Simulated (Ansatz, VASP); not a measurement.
# MnCd7S8: VASP beside Ansatz

File INCAR:

```
SYSTEM = MnCd7S8
ALGO = Normal ; EDIFF = 1E-6
ENCUT = 500 ; GGA = PS
GGA_COMPAT = .False. ; ISIF = 2
ISMEAR = 0 ; ISPIN = 2
KPAR = 4 ; LASPH = .True.
LCHARG = .False. ; LDAU = .True.
LDAUJ = 0 0 0 ; LDAUL = 2 -1 -1
LDAUPRINT = 1 ; LDAUTYPE = 2
LDAUU = 5.5 0 0 ; LMAXMIX = 4
LORBIT = 11 ; LREAL = .False.
LWAVE = .False. ; MAGMOM = 1.06 0 0 0 0 0 0 0 -0.02 0 0 0 -0.01 -0.02 -0.01 0
NBANDS = 90 ; NELM = 200
PREC = Accurate ; SIGMA = 0.05
```

File KPOINTS:

```
k-points
0
Gamma
  3 3 3
  0 0 0
```

The input POSCAR:

```
MnCd7S8
1.0
    8.2740025000      0.0000000000      0.0000000000
   -4.1370013000      7.1654964000      0.0000000000
    0.0000000000      0.0000000000      6.7144000000
Mn Cd S
1 7 8
Direct
    0.3333333333      0.1666666667      0.9984253242
    0.3320176140      0.6660088070      0.9984235079
    0.8339911930      0.1679823860      0.9984235079
    0.8339911930      0.6660088070      0.9984235079
    0.1680604708      0.3319395292      0.5002755696
    0.1680604708      0.8361209416      0.5002755696
    0.6638790584      0.3319395292      0.5002755696
    0.6666666667      0.8333333333      0.4982974321
    0.3333333333      0.1666666667      0.3640713934
    0.3321329257      0.6660664628      0.3768198007
    0.8339335372      0.1678670743      0.3768198007
    0.8339335372      0.6660664628      0.3768198007
    0.1709629972      0.3290370028      0.8789854153
    0.1709629972      0.8419259945      0.8789854153
    0.6580740055      0.3290370028      0.8789854153
    0.6666666667      0.8333333333      0.8756929699
```

Input for Ansatz:

```yaml
crystal:
  lattice:
    - [8.2740025, 0.0, 0.0]
    - [-4.1370013, 7.1654964, 0.0]
    - [0.0, 0.0, 6.7144]
  atoms:
    - { symbol: Mn, position: [0.3333333333, 0.1666666667, 0.9984253242], spin: 1.0 }
    - { symbol: Cd, position: [0.332017614, 0.666008807, 0.9984235079] }
    - { symbol: Cd, position: [0.833991193, 0.167982386, 0.9984235079] }
    - { symbol: Cd, position: [0.833991193, 0.666008807, 0.9984235079] }
    - { symbol: Cd, position: [0.1680604708, 0.3319395292, 0.5002755696] }
    - { symbol: Cd, position: [0.1680604708, 0.8361209416, 0.5002755696] }
    - { symbol: Cd, position: [0.6638790584, 0.3319395292, 0.5002755696] }
    - { symbol: Cd, position: [0.6666666667, 0.8333333333, 0.4982974321] }
    - { symbol: S, position: [0.3333333333, 0.1666666667, 0.3640713934] }
    - { symbol: S, position: [0.3321329257, 0.6660664628, 0.3768198007] }
    - { symbol: S, position: [0.8339335372, 0.1678670743, 0.3768198007] }
    - { symbol: S, position: [0.8339335372, 0.6660664628, 0.3768198007] }
    - { symbol: S, position: [0.1709629972, 0.3290370028, 0.8789854153] }
    - { symbol: S, position: [0.1709629972, 0.8419259945, 0.8789854153] }
    - { symbol: S, position: [0.6580740055, 0.3290370028, 0.8789854153] }
    - { symbol: S, position: [0.6666666667, 0.8333333333, 0.8756929699] }
basis:
  ecutwfc: 420
  ecutrho_ratio: 4
kpoints:
  mp_grid: { grid: [3, 3, 3] }
hamiltonian:
  xc: pbesol
  hubbard:
    sites:
      - { site: 0, l: d, u_eff: 5.5, starting_ns: [{ spin: up, occupation_matrix: s0up }, { spin: down, occupation_matrix: s0down }] }
    occupation_matrices:
      s0up:
        matrix:
          - [0.97, 0.0, 0.0, 0.0, 0.0]
          - [0.0, 0.97, 0.0, 0.0, 0.0]
          - [0.0, 0.0, 0.02, 0.0, 0.0]
          - [0.0, 0.0, 0.0, 0.02, 0.0]
          - [0.0, 0.0, 0.0, 0.0, 0.97]
      s0down:
        matrix:
          - [0.02, 0.0, 0.0, 0.0, 0.0]
          - [0.0, 0.97, 0.0, 0.0, 0.0]
          - [0.0, 0.0, 0.02, 0.0, 0.0]
          - [0.0, 0.0, 0.0, 0.02, 0.0]
          - [0.0, 0.0, 0.0, 0.0, 0.97]
    ns_hold: until_converged
scf:
  occupations: { method: gaussian, width: 0.05 }
  lower_state_search: "off"
  max_iter: 150
output:
  forces: true
  stress: true
  eigenvalues: true
  populations: true
  hubbard: { sites: [{ site: 0, l: d }] }
magnetization:
  spin_polarized: true
```

Alike in both runs: task single point; functional PBEsol; k mesh 3 × 3 × 3; occupations gaussian, width 0.05 eV; collinear spin; Hubbard terms Mn d U = 5.5 eV.

|  | VASP | Ansatz |
| --- | --- | --- |
| version | VASP 6.6.1 | Ansatz 0.2.0 |
| potentials or method | VASP PAW PBE potentials, release 64 (Mn_pv, Cd, S), cutoff 500 eV | scalar-relativistic, plane waves, PAW |
| valence electrons in the cell | 145 | 203 |

Ansatz gave:

- gap on the k mesh at the Fermi level (eV): 0.73
- least direct gap on the mesh (eV): 0.73
- pressure (GPa): -1.8
- traceless stress, the component that is largest in VASP (GPa): -0.36
- rms of the force components (eV/Å): 0.150
- net moment per atom (μB): 0.06
- size of the moment on the site where the two differ most (μB): 0.96

Which values does VASP return?

gap on the k mesh at the Fermi level (eV): 1.07; least direct gap on the mesh (eV): 1.07; pressure (GPa): -0.7; traceless stress, the component that is largest in VASP (GPa): 0.10; rms of the force components (eV/Å): 0.035; net moment per atom (μB): 0.31; size of the moment on the site where the two differ most (μB): 4.60.

The net moments are unlike, so the other rows may belong to different states. VASP's potentials were made for PBE, not for PBEsol. Site moments also hang on the region over which each program counts them. The programs project onto different local orbitals, so the same U acts differently, and such runs can settle in different states. Atom by atom the forces differ by 0.178 eV/Å (rms over components). VASP's potentials hold 145 valence electrons a cell and Ansatz's 203, so a difference there can come from the potentials and not from the codes. Ansatz's warnings: specified occupation not kept, symmetry narrowed by occupation matrices.
